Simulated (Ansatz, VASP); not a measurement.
# BaZrO3 in VASP and in Ansatz

```
CELL_PARAMETERS angstrom
4.39058 0.00000 0.00000
0.00000 4.39058 0.00000
0.00000 0.00000 4.18150
ATOMIC_POSITIONS crystal
Ba 0.50000 0.50000 0.50000
Zr 0.00000 0.00000 0.00000
O 0.50000 0.00000 0.00000
O 0.00000 0.50000 0.00000
O 0.00000 0.00000 0.50000
```

Change from the starting cell: strain +0.0500 x Voigt [1, 1, 0, 0, 0, 0], atoms carried along.

Alike in both runs: task single point; functional r2SCAN; k mesh 6 × 6 × 6; occupations gaussian, width 0.05 eV; no spin polarisation.

|  | VASP | Ansatz |
| --- | --- | --- |
| version | VASP 6.6.1 | Ansatz 0.2.0 |
| potentials or method | VASP PAW PBE potentials, release 64 (Ba_sv, Zr_sv, O), cutoff 520 eV | scalar-relativistic, plane waves, PAW |
| valence electrons in the cell | 40 | 40 |

VASP gave:

* gap on the k mesh at the Fermi level (eV): 3.32
* least direct gap on the mesh (eV): 3.62
* pressure (GPa): -9.8
* traceless stress, the component that is largest in VASP (GPa): 5.92

Problem. Which values does Ansatz return?

Solution. gap on the k mesh at the Fermi level (eV): 3.36; least direct gap on the mesh (eV): 3.65; pressure (GPa): -10.5; traceless stress, the component that is largest in VASP (GPa): 5.78.

VASP's potentials were made for PBE, not for r2SCAN.

Neither program's run includes spin-orbit coupling.
